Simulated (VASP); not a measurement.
# CuI (Cmcm) in VASP: further runs

The runs below take CuI through single point, with r2SCAN.

Program: VASP 6.6.1. These are calculated values, not measurements. Logs are shortened: lines on timing, memory, paths and dates and some standing lists are left out, and cuts for length are marked.

### 1 The cell of the first run

The structure is orthorhombic, space group Cmcm (No. 63). The conventional cell has a = 7.007 Å, b = 7.186 Å, c = 4.291 Å, α = 90.00°, β = 90.00°, γ = 90.00°. Cu (site symmetry m2m) has 2 Cu at 2.46 Å and 3 I at 2.56 to 2.60 Å within 3.2 Å. Within 3.4 Å of I (site symmetry m2m) lie 3 Cu at 2.56 to 2.60 Å.

### 2 Single point, r2SCAN (uniaxial z strain -0.7%)

Contents of POSCAR:

```
CuI
1.0
    3.5037459921     -3.5931530553      0.0000000000
    3.5037459921      3.5931530553      0.0000000000
    0.0000000000      0.0000000000      4.2908911203
Cu I
2 2
Direct
    0.4167976984      0.5832023016      0.7500000000
    0.5832023016      0.4167976984      0.2500000000
    0.7788068805      0.2211931195      0.7500000000
    0.2211931195      0.7788068805      0.2500000000
```

Contents of INCAR.step1:

```
ALGO = Normal ; EDIFF = 1E-4
ENCUT = 520 ; GGA = PE
ISMEAR = 0 ; LASPH = True
LCHARG = False ; LREAL = False
LWAVE = True ; NBANDS = 26
NELM = 100 ; PREC = Accurate
SIGMA = 0.01
```

Contents of INCAR.step2:

```
ALGO = Normal ; EDIFF = 1E-7
ENCUT = 520 ; ISIF = 2
ISMEAR = 0 ; ISTART = 1
LASPH = True ; LCHARG = True
LELF = True ; LMIXTAU = True
LREAL = False ; LVHAR = True
LWAVE = False ; METAGGA = R2SCAN
NBANDS = 26 ; NELM = 100
PREC = Accurate ; SIGMA = 0.01
```

Contents of KPOINTS:

```
k-points
0
Gamma
  6 6 6
```

Potentials or basis: VASP PAW PBE potentials, release 64 (Cu, I).

Started as:

```sh
> cat potpaw_PBE.64/Cu/POTCAR potpaw_PBE.64/I/POTCAR > POTCAR
> cp INCAR.step1 INCAR
> mpirun -np 1 vasp_std > vasp.out
> cp INCAR.step2 INCAR
> mpirun -np 1 vasp_std > vasp.out
```

OUTCAR:

```text
EDIFF = 1E-7
   ENCUT = 520
   ISIF = 2
   ISMEAR = 0
   ISTART = 1
   LASPH = True
   LREAL = False
   METAGGA = R2SCAN
   NELM = 100
   PREC = Accurate

 ion  position               nearest neighbor table
   1  0.417  0.583  0.750-   2 2.46   2 2.46   4 2.56   4 2.56   3 2.60
   2  0.583  0.417  0.250-   1 2.46   1 2.46   3 2.56   3 2.56   4 2.60
   3  0.779  0.221  0.750-   2 2.56   2 2.56   1 2.60
   4  0.221  0.779  0.250-   1 2.56   1 2.56   2 2.60

  LATTYP: Found a base centered orthorhombic cell.
 ALAT       =     7.0074919842
 B/A-ratio  =     1.0255175642
 C/A-ratio  =     0.6123290801

  Lattice vectors:

 A1 = (   3.5037459921,  -3.5931530553,   0.0000000000)
 A2 = (   3.5037459921,   3.5931530553,   0.0000000000)
 A3 = (   0.0000000000,   0.0000000000,   4.2908911203)

Analysis of symmetry for initial positions (statically):
=====================================================================
 Subroutine PRICEL returns:
 Original cell was already a primitive cell.

 Routine SETGRP: Setting up the symmetry group for a
 base centered orthorhombic supercell.

 Subroutine GETGRP returns: Found  8 space group operations
 (whereof  4 operations were pure point group operations)
 out of a pool of  8 trial point group operations.

The static configuration has the point symmetry C_2h.
 The point group associated with its full space group is D_2h.

Analysis of symmetry for dynamics (positions and initial velocities):
=====================================================================
 Subroutine PRICEL returns:
 Original cell was already a primitive cell.

 Routine SETGRP: Setting up the symmetry group for a
 base centered orthorhombic supercell.

 Subroutine GETGRP returns: Found  8 space group operations
 (whereof  4 operations were pure point group operations)
 out of a pool of  8 trial point group operations.

The dynamic configuration has the point symmetry C_2h.
 The point group associated with its full space group is D_2h.

 Subroutine INISYM returns: Found  8 space group operations
 (whereof  4 operations are pure point group operations),
 and found     1 'primitive' translations

----------------------------------------------------------------------------------------

                                     Primitive cell

  volume of cell :     108.0403

  direct lattice vectors                    reciprocal lattice vectors
     3.503745992 -3.593153055  0.000000000     0.142704409 -0.139153549  0.000000000
     3.503745992  3.593153055  0.000000000     0.142704409  0.139153549  0.000000000
     0.000000000  0.000000000  4.290891120     0.000000000  0.000000000  0.233051823

  length of vectors
     5.018663652  5.018663652  4.290891120     0.199319488  0.199319488  0.233051823

  position of ions in fractional coordinates (direct lattice)
     0.416797698  0.583202302  0.750000000
     0.583202302  0.416797698  0.250000000
     0.778806880  0.221193120  0.750000000
     0.221193120  0.778806880  0.250000000

  ion indices of the primitive-cell ions
   primitive index   ion index
                 1           1
                 2           2
                 3           3
                 4           4

----------------------------------------------------------------------------------------

 KPOINTS: k-points

Automatic generation of k-mesh.
 Grid dimensions read from file:
 generate k-points for:    6    6    6

 Generating k-lattice:

  Cartesian coordinates                     Fractional coordinates (reciprocal lattice)
     0.023784068 -0.023192258  0.000000000     0.166666667 -0.000000000  0.000000000
     0.023784068  0.023192258  0.000000000    -0.000000000  0.166666667  0.000000000
     0.000000000  0.000000000  0.038841971     0.000000000  0.000000000  0.166666667

  Length of vectors
     0.033219915  0.033219915  0.038841971

  Shift w.r.t. Gamma in fractional coordinates (k-lattice)
     0.000000000  0.000000000  0.000000000

 Subroutine IBZKPT returns following result:
 ===========================================

 Found     52 irreducible k-points:

 Following reciprocal coordinates:
            Coordinates               Weight
  0.000000  0.000000  0.000000      1.000000
  0.166667  0.000000  0.000000      4.000000
  0.333333  0.000000  0.000000      4.000000
  0.500000  0.000000  0.000000      2.000000
  0.166667  0.166667  0.000000      2.000000
  0.333333  0.166667  0.000000      4.000000
[... 16 lines left out ...]
  0.333333  0.333333  0.166667      4.000000
  0.500000  0.333333  0.166667      8.000000
 [... further k-points ...]
   k-points           NKPTS =     52   k-points in BZ     NKDIM =     52   number of bands    NBANDS=     26
   number of dos      NEDOS =    301   number of ions     NIONS =      4
   total plane-waves  NPLWV =  51200
   dimension x,y,z NGX =    40 NGY =   40 NGZ =   32
   dimension x,y,z NGXF=    80 NGYF=   80 NGZF=   64
   ions per type =               2   2
   NGX,Y,Z   is equivalent  to a cutoff of  13.25, 13.25, 12.40 a.u.
   NGXF,Y,Z  is equivalent  to a cutoff of  26.50, 26.50, 24.80 a.u.
 SYSTEM =  unknown system
   PREC   = accura    normal or accurate (medium, high low for compatibility)
   ISTART =      1    job   : 0-new  1-cont  2-samecut
   ICHARG =      0    charge: 1-file 2-atom 10-const
   ISPIN  =      1    spin polarized calculation?
   LNONCOLLINEAR =      F non collinear calculations
   LSORBIT =      F    spin-orbit coupling
   LASPH  =      T    aspherical Exc in radial PAW
   ENCUT  =  520.0 eV  38.22 Ry    6.18 a.u.   9.33  9.33  7.98*2*pi/ulx,y,z
   NELM   =    100;   NELMIN=  2; NELMDL=  0     # of ELM steps
   EDIFF  = 0.1E-06   stopping-criterion for ELM
   LREAL  =      F    real-space projection
   EDIFFG = 0.1E-05   stopping-criterion for IOM
   NSW    =      0    number of steps for IOM
   IBRION =     -1    ionic relax: 0-MD 1-quasi-New 2-CG
   NFREE  =      0    steps in history (QN), initial steepest desc. (CG)
   ISIF   =      2    stress and relaxation
   ISYM   =      2    0-nonsym 1-usesym 2-fastsym
   POTIM  = 0.5000    time-step for ionic-motion
   TEBEG  =    0.0;   TEEND  =   0.0 temperature during run
   PSTRESS=    0.0 pullay stress
   NELECT =      36.0000    total number of electrons
   NUPDOWN=      -1.0000    fix difference up-down
   EMIN   =  10.00;   EMAX   =-10.00  energy-range for DOS
   EFERMI =   0.00;   METHOD = LEGACY
   ISMEAR =     0;   SIGMA  =   0.01  broadening in eV -4-tet -1-fermi 0-gaus
   EFERMI_NEDOS =   21; number of points for ismear=-14 and -15
   IALGO  =     38    algorithm
   IMIX   =      4    mixing-type and parameters
     AMIX     =   0.40;   BMIX     =  1.00
     AMIX_MAG =   1.60;   BMIX_MAG =  1.00
  volume/ion in A,a.u.               =      27.01       182.27
  Fermi-wavevector in a.u.,A,eV,Ry     =   1.134960  2.144763 17.526116  1.288133
  Thomas-Fermi vector in A             =   2.271664
   LORBIT       =      0    0 simple, 1 ext, 2 COOP (PROOUT), +10 PAW based schemes
   METAGGA = R2SCAN    functional components
   LHFCALC =     F    Hartree Fock is set to
   AEXX    =    0.0000 exact exchange contribution
   IVDW    =     0    specifies the selected vdW correction
   LEPSILON=     F    determine dielectric tensor
   LRPA    =     F    only Hartree local field effects (RPA)
 non-spin polarized calculation
 Gauss-broadening in eV      SIGMA  =   0.01
  energy-cutoff  :      520.00
  volume of cell :      108.04
 maximum number of plane-waves:      2934
 NGX is ok and might be reduce to    40
   NGX = 19   NGY = 19   NGZ = 15

 number of electron      36.0000008 magnetization

 Free energy of the ion-electron system (eV)
  ---------------------------------------------------
  ext. energy  EPLUGINS =         0.00000000
  ---------------------------------------------------
  free energy    TOTEN  =       -71.33126671 eV

  energy without entropy =      -71.33126671  energy(sigma->0) =      -71.33126671

 E-fermi :   4.7196     XC(G=0):  -9.6065

 val. band max:        4.6699275877   @ k =   0.0000   0.0000   0.0000
 cond. band min:       6.0047141348   @ k =   0.0000   0.0000   0.0000
 fundamental gap:      1.3347865470
 Fermi energy:         4.7195774923

 k-point     1 :       0.0000    0.0000    0.0000
  band No.  band energies     occupation
      1      -9.9879      2.00000
      2      -8.9345      2.00000
      3      -1.2217      2.00000
      4       0.2205      2.00000
      5       0.2290      2.00000
      6       0.3389      2.00000
[... 18 lines left out ...]
     25      12.9559      0.00000
     26      13.7492      0.00000

 k-point     2 :       0.1667    0.0000    0.0000
  band No.  band energies     occupation
      1      -9.9191      2.00000
      2      -9.0050      2.00000
      3      -1.1729      2.00000
      4       0.0905      2.00000
      5       0.2201      2.00000
      6       0.2808      2.00000
[... 18 lines left out ...]
     25      12.9930      0.00000
     26      13.5058      0.00000

 k-point     3 :       0.3333    0.0000    0.0000
  band No.  band energies     occupation
      1      -9.7292      2.00000
      2      -9.1991      2.00000
      3      -1.0066      2.00000
      4      -0.2673      2.00000
      5       0.1195      2.00000
      6       0.4695      2.00000
[... 18 lines left out ...]
     25      12.9922      0.00000
     26      13.1532      0.00000

 k-point     4 :       0.5000    0.0000    0.0000
  band No.  band energies     occupation
      1      -9.4745      2.00000
      2      -9.4561      2.00000
      3      -0.7023      2.00000
      4      -0.6771      2.00000
      5       0.0850      2.00000
      6       0.6662      2.00000
[... 18 lines left out ...]
     25      12.3774      0.00000
     26      12.5410      0.00000
[... 496 lines left out ...]
      1      -9.7450      2.00000
      2      -9.0714      2.00000
      3      -0.9930      2.00000
      4      -0.4539      2.00000
      5       0.1604      2.00000
      6       0.2755      2.00000
[... 18 lines left out ...]
     25      12.1823      0.00000
     26      12.7374      0.00000

 k-point    23 :       0.3333    0.3333    0.1667
  band No.  band energies     occupation
      1      -9.5335      2.00000
      2      -9.2075      2.00000
      3      -1.6159      2.00000
      4      -0.2181      2.00000
      5       0.2129      2.00000
      6       0.3317      2.00000
[... 18 lines left out ...]
     25      12.2426      0.00000
     26      13.3210      0.00000

 k-point    24 :       0.5000    0.3333    0.1667
  band No.  band energies     occupation
      1      -9.4128      2.00000
      2      -9.3110      2.00000
      3      -1.6304      2.00000
      4      -0.3447      2.00000
      5      -0.0118      2.00000
      6       0.3218      2.00000
[... 18 lines left out ...]
     25      12.5790      0.00000
     26      13.1403      0.00000

 [... further k-points ...]

------------------------ aborting loop because EDIFF is reached ----------------------------------------

  FORCE on cell =-STRESS in cart. coord.  units (eV):
  Direction    XX          YY          ZZ          XY          YZ          ZX
  --------------------------------------------------------------------------------------
  -------------------------------------------------------------------------------------
  Total        0.8021780      0.8162397      1.2277692      0.0000000     -0.0000000      0.0000000
  in kB       11.8958515     12.1043786     18.2071306      0.0000000     -0.0000000      0.0000000
  external PRESSURE =      14.0691202 kB  Pullay stress =       0.0000000 kB

 VOLUME and BASIS-vectors are now :
 -----------------------------------------------------------------------------
  energy-cutoff  :      520.00
  volume of cell :      108.04
      direct lattice vectors                 reciprocal lattice vectors
     3.503745992 -3.593153055  0.000000000     0.142704409 -0.139153549  0.000000000
     3.503745992  3.593153055  0.000000000     0.142704409  0.139153549  0.000000000
     0.000000000  0.000000000  4.290891120     0.000000000  0.000000000  0.233051823

 POSITION                                       TOTAL-FORCE (eV/Angst)
 -----------------------------------------------------------------------------------
      3.50375      0.59792      3.21817         0.000000      0.037604      0.000000
      3.50375     -0.59792      1.07272         0.000000     -0.037604     -0.000000
      3.50375     -2.00359      3.21817         0.000000      0.012874     -0.000000
      3.50375      2.00359      1.07272         0.000000     -0.012874     -0.000000
 -----------------------------------------------------------------------------------
    total drift:                               -0.000000      0.000000     -0.000000

  FREE ENERGIE OF THE ION-ELECTRON SYSTEM (eV)
  ---------------------------------------------------
  free  energy   TOTEN  =       -71.3312667056 eV

  energy  without entropy=      -71.3312667056  energy(sigma->0) =      -71.33126671
```

It took 4.1 min on 1 thread of Intel Xeon 6975P-C (Granite Rapids), shared host; peak memory 0.31 GiB.

What came out:

```
Free energy            : -71.3313 eV
Pressure               : 1.4 GPa
Largest force          : 0.038 eV/Å
Band gap on the k mesh : 1.33 eV
```

Forces on the atoms (eV/Å):
```
Cu   0.000  0.038  0.000
Cu   0.000 -0.038  0.000
I    0.000  0.013  0.000
I    0.000 -0.013  0.000
```

Levels at points of the mesh, in eV from the valence-band top:
```tsv
k point	band 16	band 17	band 18	band 19	band 20	band 21
(0.00, 0.00, 0.00)	-1.62	-1.02	0.00	1.33	1.74	2.52
(0.50, 0.00, 0.00)	-1.46	-1.46	-0.55	2.96	3.45	3.93
(0.50, 0.50, 0.00)	-1.21	-0.82	-0.29	1.84	3.17	4.19
(0.00, 0.00, 0.50)	-1.94	-1.81	-1.81	4.06	4.06	4.12
(0.50, 0.00, 0.50)	-1.96	-1.40	-1.40	2.32	2.32	3.73
(0.50, 0.50, 0.50)	-1.91	-1.77	-1.77	4.44	4.44	5.36
```

Caveat: the cell differs from its parent crystal (uniaxial z strain -0.7%); the PAW data sets were made with another functional, which shifts forces and pressure a little; spin-orbit coupling is left out, which moves the levels of the heavy elements. A k mesh can miss the band edges.

### 3 Single point, r2SCAN

This run uses another cell than the first one, of 27.21 Å³/atom.

Contents of POSCAR:

```
CuI
1.0
    3.5037459921     -3.5931530553      0.0000000000
    3.5037459921      3.5931530553      0.0000000000
    0.0000000000      0.0000000000      4.3220095893
Cu I
2 2
Direct
    0.4168025109      0.5831974891      0.7500000000
    0.5831974891      0.4168025109      0.2500000000
    0.7779467703      0.2220532297      0.7500000000
    0.2220532297      0.7779467703      0.2500000000
```

INCAR.step1 is that of step 2.

INCAR.step2 is that of step 2.

KPOINTS is that of step 2.

Potentials or basis: VASP PAW PBE potentials, release 64 (Cu, I).

Started as:

```sh
> cat potpaw_PBE.64/Cu/POTCAR potpaw_PBE.64/I/POTCAR > POTCAR
> cp INCAR.step1 INCAR
> mpirun -np 1 vasp_std > vasp.out
> cp INCAR.step2 INCAR
> mpirun -np 1 vasp_std > vasp.out
```

Run time: 4.3 min. Hardware: 1 thread of Intel Xeon 6975P-C (Granite Rapids), shared host; peak memory 0.31 GiB.

The run converged. Its results:

| Quantity | Value |
| --- | --- |
| Free energy | -71.3385 eV |
| Pressure | 1.0 GPa |
| Largest force | 0.036 eV/Å |
| Band gap on the k mesh | 1.36 eV |

Forces in eV/Å, atoms in the order of the input:
```
Cu   0.000  0.036  0.000
Cu   0.000 -0.036  0.000
I    0.000  0.012  0.000
I    0.000 -0.012  0.000
```

Levels at points of the mesh, in eV from the valence-band top:
```tsv
k point	band 16	band 17	band 18	band 19	band 20	band 21
(0.00, 0.00, 0.00)	-1.59	-0.97	0.00	1.36	1.79	2.47
(0.50, 0.00, 0.00)	-1.42	-1.39	-0.54	2.93	3.43	3.98
(0.50, 0.50, 0.00)	-1.20	-0.78	-0.29	1.84	3.10	4.19
(0.00, 0.00, 0.50)	-1.90	-1.77	-1.77	4.08	4.08	4.13
(0.50, 0.00, 0.50)	-1.92	-1.36	-1.36	2.36	2.36	3.77
(0.50, 0.50, 0.50)	-1.88	-1.74	-1.74	4.46	4.46	5.39
```

Caveat: the PAW data sets were made with another functional, which shifts forces and pressure a little; spin-orbit coupling is left out, which moves the levels of the heavy elements. A k mesh can miss the band edges.
